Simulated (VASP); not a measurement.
Input of a VASP 6.6.1 run:

Contents of INCAR:

```
SYSTEM = CaS
PREC = Accurate
ENCUT = 500
EDIFF = 1E-6
ISMEAR = 0
SIGMA = 0.01
LREAL = .False.
LASPH = .True.
NELM = 120
ALGO = Normal
ISIF = 2
LWAVE = .False.
LCHARG = .True.
GGA = RP
LELF = .True.
LVHAR = .True.
NBANDS = 15
GGA_COMPAT = .False.
```

The input KPOINTS:

```
regular mesh
0
Gamma
  4 4 4
  0 0 0
```

POSCAR

```
CaS
1.0
    0.0000000000      2.8430000000      2.8430000000
    2.8430000000      0.0000000000      2.8430000000
    2.8430000000      2.8430000000      0.0000000000
Ca S
1 1
Direct
    0.0000000000      0.0000000000      0.0000000000
    0.5000000000      0.5000000000      0.5000000000
```

Potentials or basis: VASP PAW PBE potentials, release 64 (Ca_sv, S).

Launch:

```console
$ cat potpaw_PBE.64/Ca_sv/POTCAR potpaw_PBE.64/S/POTCAR > POTCAR
$ mpirun -np 1 vasp_std > vasp.out
```

What does it give for the pressure?

3.3 GPa.

Predict the band gap on the k mesh.

2.46 eV, indirect (least direct gap 3.26 eV).

Caveat: the k points lie up to 0.48 Å⁻¹ apart; the PAW data sets were made with another functional, which shifts forces and pressure a little. RPBE gaps usually lie below the measured ones, often by a third to a half.
